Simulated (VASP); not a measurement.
# C in VASP: single point with PBE+D3(BJ)

Aim: the single point of C with PBE+D3(BJ).

Program: VASP 6.6.1. These are calculated values, not measurements. Logs are shortened: lines on timing, memory, paths and dates and some standing lists are left out, and cuts for length are marked.

## (1) The cell of the first run

The cell holds a slab with vacuum, 32 atoms: a = 4.930 Å, b = 4.930 Å, c = 27.108 Å, α = 90.00°, β = 90.00°, γ = 120.00°.

## (2) Single point, PBE+D3(BJ)

Contents of INCAR:

```
PREC     = Accurate       # precision mode
ENCUT    = 520            # plane-wave cutoff, eV
EDIFF    = 1E-6           # SCF threshold, eV
ISMEAR   = 0              # smearing method
SIGMA    = 0.1            # smearing width, eV
LREAL    = Auto         
LASPH    = True           # aspherical terms in the spheres
NELM     = 100            # most SCF steps
ALGO     = Normal         # electronic algorithm
ISIF     = 2              # what is computed and relaxed
LWAVE    = False          # write WAVECAR
LCHARG   = True           # write CHGCAR
LDIPOL   = True         
IDIPOL   = 3            
DIPOL    = 0.5 0.5 0.500
GGA      = PE             # functional
IVDW     = 12             # dispersion correction
LELF     = True           # ELF
LVHAR    = True         
LVACPOTAV= True         
NBANDS   = 86             # bands
```

Contents of KPOINTS:

```
Automatic mesh
0
Gamma
  6 6 1
```

Contents of POSCAR:

```
C
1.0
    4.9299593294      0.0000000000      0.0000000000
   -2.4649796647      4.2694700189      0.0000000000
    0.0000000000      0.0000000000     27.1076490176
C
32
Direct
    0.0000000000      0.0000000000      0.3135646411
    0.0000000000      0.5000000000      0.3135646411
    0.5000000000      0.0000000000      0.3135646411
    0.5000000000      0.5000000000      0.3135646411
    0.3333333333      0.1666666667      0.3135646324
    0.3333333333      0.6666666667      0.3135646324
    0.8333333333      0.1666666667      0.3135646324
    0.8333333333      0.6666666667      0.3135646324
    0.0000000000      0.0000000000      0.4378548833
    0.0000000000      0.5000000000      0.4378548833
    0.5000000000      0.0000000000      0.4378548833
    0.5000000000      0.5000000000      0.4378548833
    0.1666666667      0.3333333333      0.4378548746
    0.1666666667      0.8333333333      0.4378548746
    0.6666666667      0.3333333333      0.4378548746
    0.6666666667      0.8333333333      0.4378548746
    0.0000000000      0.0000000000      0.5621451254
    0.0000000000      0.5000000000      0.5621451254
    0.5000000000      0.0000000000      0.5621451254
    0.5000000000      0.5000000000      0.5621451254
    0.3333333333      0.1666666667      0.5621451167
    0.3333333333      0.6666666667      0.5621451167
    0.8333333333      0.1666666667      0.5621451167
    0.8333333333      0.6666666667      0.5621451167
    0.0000000000      0.0000000000      0.6864353676
    0.0000000000      0.5000000000      0.6864353676
    0.5000000000      0.0000000000      0.6864353676
    0.5000000000      0.5000000000      0.6864353676
    0.1666666667      0.3333333333      0.6864353589
    0.1666666667      0.8333333333      0.6864353589
    0.6666666667      0.3333333333      0.6864353589
    0.6666666667      0.8333333333      0.6864353589
```

Potentials or basis: VASP PAW PBE potentials, release 64 (C).

On the command line:

```bash
$ cat potpaw_PBE.64/C/POTCAR > POTCAR
$ mpirun -np 1 vasp_std > vasp.out
```

OUTCAR:

```text
PREC = Accurate
   ENCUT = 520
   EDIFF = 1E-6
   ISMEAR = 0
   LREAL = Auto
   LASPH = True
   NELM = 100
   ISIF = 2
   GGA = PE
   IVDW = 12
 IVDW          = 12

 ion  position               nearest neighbor table
   1  0.000  0.000  0.314-   5 1.42   8 1.42   7 1.42
   2  0.000  0.500  0.314-   6 1.42   7 1.42   8 1.42
   3  0.500  0.000  0.314-   7 1.42   6 1.42   5 1.42
   4  0.500  0.500  0.314-   8 1.42   5 1.42   6 1.42
   5  0.333  0.167  0.314-   1 1.42   4 1.42   3 1.42
   6  0.333  0.667  0.314-   2 1.42   3 1.42   4 1.42
[... 24 lines left out ...]
  31  0.667  0.333  0.686-  26 1.42  27 1.42  28 1.42
  32  0.667  0.833  0.686-  25 1.42  28 1.42  27 1.42

  LATTYP: Found a hexagonal cell.
 ALAT       =     4.9299593294
 C/A-ratio  =     5.4985542895

  Lattice vectors:

 A1 = (   4.9299593294,   0.0000000000,   0.0000000000)
 A2 = (  -2.4649796647,   4.2694700189,   0.0000000000)
 A3 = (   0.0000000000,   0.0000000000,  27.1076490176)

Analysis of symmetry for initial positions (statically):
=====================================================================
 Subroutine PRICEL returns following result:

  LATTYP: Found a hexagonal cell.
 ALAT       =     2.4649796647
 C/A-ratio  =    10.9971085789

  Lattice vectors:

 A1 = (   2.4649796647,   0.0000000000,   0.0000000000)
 A2 = (  -1.2324898323,   2.1347350094,   0.0000000000)
 A3 = (   0.0000000000,   0.0000000000,  27.1076490176)

   4 primitive cells build up your supercell.

 Routine SETGRP: Setting up the symmetry group for a
 hexagonal supercell.

 Subroutine GETGRP returns: Found 12 space group operations
 (whereof 12 operations were pure point group operations)
 out of a pool of 24 trial point group operations.

The static configuration has the point symmetry D_3d.

Analysis of symmetry for dynamics (positions and initial velocities):
=====================================================================
 Subroutine PRICEL returns following result:

  LATTYP: Found a hexagonal cell.
 ALAT       =     2.4649796647
 C/A-ratio  =    10.9971085789

  Lattice vectors:

 A1 = (   2.4649796647,   0.0000000000,   0.0000000000)
 A2 = (  -1.2324898323,   2.1347350094,   0.0000000000)
 A3 = (   0.0000000000,   0.0000000000,  27.1076490176)

   4 primitive cells build up your supercell.

 Routine SETGRP: Setting up the symmetry group for a
 hexagonal supercell.

 Subroutine GETGRP returns: Found 12 space group operations
 (whereof 12 operations were pure point group operations)
 out of a pool of 24 trial point group operations.

The dynamic configuration has the point symmetry D_3d.

 Subroutine INISYM returns: Found 12 space group operations
 (whereof 12 operations are pure point group operations),
 and found     4 'primitive' translations

----------------------------------------------------------------------------------------

                                     Primitive cell

  volume of cell :     142.6426

  direct lattice vectors                    reciprocal lattice vectors
     2.464979665  0.000000000  0.000000000     0.405682860  0.234221108  0.000000000
    -1.232489832  2.134735009  0.000000000     0.000000000  0.468442217  0.000000000
     0.000000000  0.000000000 27.107649018     0.000000000  0.000000000  0.036889957

  length of vectors
     2.464979665  2.464979665 27.107649018     0.468442217  0.468442217  0.036889957

  position of ions in fractional coordinates (direct lattice)
     0.000000000  0.000000000  0.313564641
     0.666666667  0.333333333  0.313564632
     0.000000000  0.000000000  0.437854883
     0.333333333  0.666666667  0.437854875
     0.000000000  0.000000000  0.562145125
     0.666666667  0.333333333  0.562145117
     0.000000000  0.000000000  0.686435368
     0.333333333  0.666666667  0.686435359

  ion indices of the primitive-cell ions
   primitive index   ion index
                 1           1
                 2           7
                 3           9
                 4          14
                 5          17
                 6          23
                 7          25
                 8          30

----------------------------------------------------------------------------------------

 KPOINTS: Automatic mesh

Automatic generation of k-mesh.
 Grid dimensions read from file:
 generate k-points for:    6    6    1

 Generating k-lattice:

  Cartesian coordinates                     Fractional coordinates (reciprocal lattice)
     0.033806905  0.019518426  0.000000000     0.166666667  0.000000000  0.000000000
     0.000000000  0.039036851  0.000000000     0.000000000  0.166666667  0.000000000
     0.000000000  0.000000000  0.036889957     0.000000000  0.000000000  1.000000000

  Length of vectors
     0.039036851  0.039036851  0.036889957

  Shift w.r.t. Gamma in fractional coordinates (k-lattice)
     0.000000000  0.000000000  0.000000000

 Subroutine IBZKPT returns following result:
 ===========================================

 Found      7 irreducible k-points:

 Following reciprocal coordinates:
            Coordinates               Weight
  0.000000  0.000000  0.000000      1.000000
  0.166667  0.000000  0.000000      6.000000
  0.333333  0.000000  0.000000      6.000000
  0.500000  0.000000  0.000000      3.000000
  0.166667  0.166667  0.000000      6.000000
  0.333333  0.166667  0.000000     12.000000
  0.333333  0.333333  0.000000      2.000000
   k-points           NKPTS =      7   k-points in BZ     NKDIM =      7   number of bands    NBANDS=     86
   number of dos      NEDOS =    301   number of ions     NIONS =     32
   total plane-waves  NPLWV = 336000
   dimension x,y,z NGX =    40 NGY =   40 NGZ =  210
   dimension x,y,z NGXF=    80 NGYF=   80 NGZF=  420
   ions per type =              32
   NGX,Y,Z   is equivalent  to a cutoff of  13.49, 13.49, 12.88 a.u.
   NGXF,Y,Z  is equivalent  to a cutoff of  26.98, 26.98, 25.76 a.u.
 SYSTEM =  unknown system
   PREC   = accura    normal or accurate (medium, high low for compatibility)
   ISTART =      0    job   : 0-new  1-cont  2-samecut
   ICHARG =      2    charge: 1-file 2-atom 10-const
   ISPIN  =      1    spin polarized calculation?
   LNONCOLLINEAR =      F non collinear calculations
   LSORBIT =      F    spin-orbit coupling
   LASPH  =      T    aspherical Exc in radial PAW
   ENCUT  =  520.0 eV  38.22 Ry    6.18 a.u.   9.17  9.17 50.40*2*pi/ulx,y,z
   NELM   =    100;   NELMIN=  2; NELMDL= -5     # of ELM steps
   EDIFF  = 0.1E-05   stopping-criterion for ELM
   LREAL  =      T    real-space projection
   EDIFFG = 0.1E-04   stopping-criterion for IOM
   NSW    =      0    number of steps for IOM
   IBRION =     -1    ionic relax: 0-MD 1-quasi-New 2-CG
   NFREE  =      0    steps in history (QN), initial steepest desc. (CG)
   ISIF   =      2    stress and relaxation
   ISYM   =      2    0-nonsym 1-usesym 2-fastsym
   POTIM  = 0.5000    time-step for ionic-motion
   TEBEG  =    0.0;   TEEND  =   0.0 temperature during run
   PSTRESS=    0.0 pullay stress
   NELECT =     128.0000    total number of electrons
   NUPDOWN=      -1.0000    fix difference up-down
   EMIN   =  10.00;   EMAX   =-10.00  energy-range for DOS
   EFERMI =   0.00;   METHOD = LEGACY
   ISMEAR =     0;   SIGMA  =   0.10  broadening in eV -4-tet -1-fermi 0-gaus
   EFERMI_NEDOS =   21; number of points for ismear=-14 and -15
   IALGO  =     38    algorithm
   IMIX   =      4    mixing-type and parameters
     AMIX     =   0.40;   BMIX     =  1.00
     AMIX_MAG =   1.60;   BMIX_MAG =  1.00
  volume/ion in A,a.u.               =      17.83       120.32
  Fermi-wavevector in a.u.,A,eV,Ry     =   0.994737  1.879781 13.462998  0.989502
  Thomas-Fermi vector in A             =   2.126709
   LORBIT       =      0    0 simple, 1 ext, 2 COOP (PROOUT), +10 PAW based schemes
   GGA     = PE    functional components
   LHFCALC =     F    Hartree Fock is set to
   AEXX    =    0.0000 exact exchange contribution
   IVDW    =    12    specifies the selected vdW correction
   LEPSILON=     F    determine dielectric tensor
   LRPA    =     F    only Hartree local field effects (RPA)
 non-spin polarized calculation
 Gauss-broadening in eV      SIGMA  =   0.10
  energy-cutoff  :      520.00
  volume of cell :      570.57
 maximum number of plane-waves:     15404
 NGX is ok and might be reduce to    40
   NGX = 19   NGY = 19   NGZ =101

 dipolmoment           0.000000      0.000000      0.000000 electrons x Angstroem

 number of electron     128.0000001 magnetization

 dipolmoment           0.000000      0.000000     -0.000000 electrons x Angstroem

 Free energy of the ion-electron system (eV)
  ---------------------------------------------------
  ext. energy  EPLUGINS =         0.00000000
  ---------------------------------------------------
  free energy    TOTEN  =      -294.86479704 eV

  energy without entropy =     -294.85224819  energy(sigma->0) =     -294.85852261

 E-fermi :   0.1588     XC(G=0):  -5.4272

 val. band max:        0.1501252338   @ k =   0.3333   0.3333   0.0000
 cond. band min:       0.1673944368   @ k =   0.3333   0.3333   0.0000
 fundamental gap:      0.0172692030
 Fermi energy:         0.1587926971

 k-point     1 :       0.0000    0.0000    0.0000
  band No.  band energies     occupation
      1     -19.4645      2.00000
      2     -19.3985      2.00000
      3     -19.3084      2.00000
      4     -19.2292      2.00000
      5     -14.1471      2.00000
      6     -14.1471      2.00000
[... 68 lines left out ...]
     75       2.2131      0.00000
     76       2.2131      0.00000

 k-point     2 :       0.1667    0.0000    0.0000
  band No.  band energies     occupation
      1     -19.2991      2.00000
      2     -19.2338      2.00000
      3     -19.1446      2.00000
      4     -19.0662      2.00000
      5     -15.4504      2.00000
      6     -15.4022      2.00000
[... 387 lines left out ...]
 k-point     7 :       0.3333    0.3333    0.0000
  band No.  band energies     occupation
      1     -17.5015      2.00000
      2     -17.5015      2.00000
      3     -17.5015      2.00000
      4     -17.4440      2.00000
      5     -17.4440      2.00000
      6     -17.4440      2.00000
[... 68 lines left out ...]
     75       6.4408      0.00000
     76       6.4408      0.00000
 [bands above 76 left out]

------------------------ aborting loop because EDIFF is reached ----------------------------------------

 Edisp (eV)   -4.38836

 E8    (eV) :    -1.2766

  FORCE on cell =-STRESS in cart. coord.  units (eV):
  Direction    XX          YY          ZZ          XY          YZ          ZX
  --------------------------------------------------------------------------------------
  -------------------------------------------------------------------------------------
  Total       1.50164     1.50164    -0.19316     0.00000    -0.00000     0.00000
  in kB       4.21666     4.21666    -0.54240     0.00000    -0.00000     0.00000
  external pressure =        2.63 kB  Pullay stress =        0.00 kB

 VOLUME and BASIS-vectors are now :
 -----------------------------------------------------------------------------
  energy-cutoff  :      520.00
  volume of cell :      570.57
      direct lattice vectors                 reciprocal lattice vectors
     4.929959329  0.000000000  0.000000000     0.202841430  0.117110554  0.000000000
    -2.464979665  4.269470019  0.000000000     0.000000000  0.234221108  0.000000000
     0.000000000  0.000000000 27.107649018     0.000000000  0.000000000  0.036889957

 POSITION                                       TOTAL-FORCE (eV/Angst)
 -----------------------------------------------------------------------------------
      0.00000      0.00000      8.50000        -0.000000     -0.000000      0.004166
     -1.23249      2.13474      8.50000        -0.000000      0.000000      0.004166
      2.46498      0.00000      8.50000        -0.000000     -0.000000      0.004166
      1.23249      2.13474      8.50000        -0.000000     -0.000000      0.004166
      1.23249      0.71158      8.50000        -0.000000      0.000000      0.000001
     -0.00000      2.84631      8.50000         0.000000      0.000000      0.000001
[... 24 lines left out ...]
      2.46498      1.42316     18.60765        -0.000000     -0.000000     -0.000001
      1.23249      3.55789     18.60765        -0.000000     -0.000000     -0.000001
 -----------------------------------------------------------------------------------
    total drift:                               -0.000000      0.000000      0.000001

  FREE ENERGIE OF THE ION-ELECTRON SYSTEM (eV)
  ---------------------------------------------------
  free  energy   TOTEN  =      -299.2531601003 eV

  energy  without entropy=     -299.2406112482  energy(sigma->0) =     -299.24688567

 vacuum level on the upper side and lower side of the slab         4.437         4.437
```

Wall time 13 min (1 thread of Intel Xeon Platinum 8488C (Sapphire Rapids), shared host); peak memory 0.71 GiB.

What came out:

```
Free energy                : -299.2532 eV
Largest force              : 0.010 eV/Å
Dispersion energy per atom : -0.137 eV
```

Forces in eV/Å, atoms in the order of the input:
```
C    0.000  0.000  0.004
C    0.000  0.000  0.004
C    0.000  0.000  0.004
C    0.000  0.000  0.004
C    0.000  0.000  0.000
C    0.000  0.000  0.000
C    0.000  0.000  0.000
C    0.000  0.000  0.000
C    0.000  0.000  0.001
C    0.000  0.000  0.001
C    0.000  0.000  0.001
C    0.000  0.000  0.001
C    0.000  0.000  0.010
C    0.000  0.000  0.010
C    0.000  0.000  0.010
C    0.000  0.000  0.010
C    0.000  0.000 -0.001
C    0.000  0.000 -0.001
C    0.000  0.000 -0.001
C    0.000  0.000 -0.001
C    0.000  0.000 -0.010
C    0.000  0.000 -0.010
C    0.000  0.000 -0.010
C    0.000  0.000 -0.010
C    0.000  0.000 -0.004
C    0.000  0.000 -0.004
C    0.000  0.000 -0.004
C    0.000  0.000 -0.004
C    0.000  0.000  0.000
C    0.000  0.000  0.000
C    0.000  0.000  0.000
C    0.000  0.000  0.000
```
